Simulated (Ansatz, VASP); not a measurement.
# One calculation of Zn5CdS6, two programs

POSCAR

```
Zn5CdS6
1.0
    3.8936491629      0.0000000000      0.0000000000
   -1.9468245815      3.3719990885      0.0000000000
    0.0000000000      0.0000000000     19.2771703100
Zn Cd S
5 1 6
Direct
    0.3333333333      0.6666666667      0.9958812979
    0.3333333333      0.6666666667      0.6710020844
    0.6666666667      0.3333333333      0.1579405223
    0.6666666667      0.3333333333      0.5086136927
    0.6666666667      0.3333333333      0.8334316935
    0.3333333333      0.6666666667      0.3362051130
    0.3333333333      0.6666666667      0.1183145243
    0.3333333333      0.6666666667      0.4684687018
    0.3333333333      0.6666666667      0.7934351210
    0.6666666667      0.3333333333      0.2798172435
    0.6666666667      0.3333333333      0.6310326838
    0.6666666667      0.3333333333      0.9558573219
```

The input INCAR.step1:

```
PREC     = Accurate       # precision mode
ENCUT    = 520            # plane-wave cutoff, eV
ISMEAR   = 0              # smearing method
SIGMA    = 0.02           # smearing width, eV
LREAL    = F              # projectors in reciprocal space
LASPH    = T              # aspherical terms in the spheres
NELM     = 80             # most SCF steps
NBANDS   = 66             # bands
GGA      = PE             # functional
ALGO     = Normal         # electronic algorithm
EDIFF    = 1E-4           # SCF threshold, eV
LWAVE    = T              # write WAVECAR
LCHARG   = F              # write CHGCAR
KPAR     = 4
```

File INCAR.step2:

```
PREC     = Accurate       # precision mode
ENCUT    = 520            # plane-wave cutoff, eV
EDIFF    = 1E-7           # SCF threshold, eV
ISMEAR   = 0              # smearing method
SIGMA    = 0.02           # smearing width, eV
LREAL    = F              # projectors in reciprocal space
LASPH    = T              # aspherical terms in the spheres
NELM     = 80             # most SCF steps
ALGO     = Normal         # electronic algorithm
ISIF     = 2              # what is computed and relaxed
LWAVE    = F              # write WAVECAR
LCHARG   = T              # write CHGCAR
METAGGA  = R2SCAN         # meta-GGA
LMIXTAU  = T            
LVHAR    = T            
NBANDS   = 66             # bands
ISTART   = 1            
KPAR     = 4
```

The input KPOINTS:

```
Automatic mesh
0
Gamma
  12 12 2
```

Input for Ansatz:

```yaml
crystal:
  lattice:
    - [3.8936491629, 0.0, 0.0]
    - [-1.9468245815, 3.3719990885, 0.0]
    - [0.0, 0.0, 19.27717031]
  atoms:
    - { symbol: Zn, position: [0.3333333333, 0.6666666667, 0.9958812979] }
    - { symbol: Zn, position: [0.3333333333, 0.6666666667, 0.6710020844] }
    - { symbol: Zn, position: [0.6666666667, 0.3333333333, 0.1579405223] }
    - { symbol: Zn, position: [0.6666666667, 0.3333333333, 0.5086136927] }
    - { symbol: Zn, position: [0.6666666667, 0.3333333333, 0.8334316935] }
    - { symbol: Cd, position: [0.3333333333, 0.6666666667, 0.336205113] }
    - { symbol: S, position: [0.3333333333, 0.6666666667, 0.1183145243] }
    - { symbol: S, position: [0.3333333333, 0.6666666667, 0.4684687018] }
    - { symbol: S, position: [0.3333333333, 0.6666666667, 0.793435121] }
    - { symbol: S, position: [0.6666666667, 0.3333333333, 0.2798172435] }
    - { symbol: S, position: [0.6666666667, 0.3333333333, 0.6310326838] }
    - { symbol: S, position: [0.6666666667, 0.3333333333, 0.9558573219] }
basis:
  ecutwfc: 500
kpoints:
  mp_grid: { grid: [12, 12, 2] }
  band_path:
    path:
      - [[0.0, 0.0, 0.0], [0.5, 0.0, 0.0], [0.33333333, 0.33333333, 0.0], [0.0, 0.0, 0.0], [0.0, 0.0, 0.5], [0.5, 0.0, 0.5], [0.33333333, 0.33333333, 0.5], [0.0, 0.0, 0.5]]
      - [[0.5, 0.0, 0.5], [0.5, 0.0, 0.0]]
      - [[0.33333333, 0.33333333, 0.5], [0.33333333, 0.33333333, 0.0]]
    npoints: 10
hamiltonian:
  xc: r2scan
scf:
  occupations: { method: gaussian, width: 0.02 }
  n_extra_bands: 30
output:
  forces: true
  stress: true
  eigenvalues: true
  populations: true
  dos: { projected: true, de: 0.02, nscf_kmesh: { grid: [18, 18, 3] } }
  bader: false
  write_density: true
  write_potential: true
  elf: true
  volumetric_format: npy
```

Alike in both runs: task single point; functional r2SCAN; k mesh 12 × 12 × 2; occupations gaussian, width 0.02 eV; no spin polarisation.

|  | VASP | Ansatz |
| --- | --- | --- |
| version | VASP 6.6.1 | Ansatz 0.2.0 |
| potentials or method | VASP PAW PBE potentials, release 64 (Zn, Cd, S), cutoff 520 eV | scalar-relativistic, plane waves, PAW |
| valence electrons in the cell | 108 | 116 |

Ansatz gave:

| Property | Result |
| --- | --- |
| gap on the k mesh at the Fermi level (eV) | 2.09 |
| least direct gap on the mesh (eV) | 2.09 |
| pressure (GPa) | -2.0 |
| rms of the force components (eV/Å) | 0.011 |

Problem. Which values does VASP return?

Solution. gap on the k mesh at the Fermi level (eV): 2.09; least direct gap on the mesh (eV): 2.09; pressure (GPa): -2.0; rms of the force components (eV/Å): 0.016.

VASP's potentials were made for PBE, not for r2SCAN. Atom by atom the forces differ by 0.007 eV/Å (rms over components). The functional is the same, so the differences come from potentials, cutoffs and numerics. VASP's potentials hold 108 valence electrons a cell and Ansatz's 116, so a difference there can come from the potentials and not from the codes.
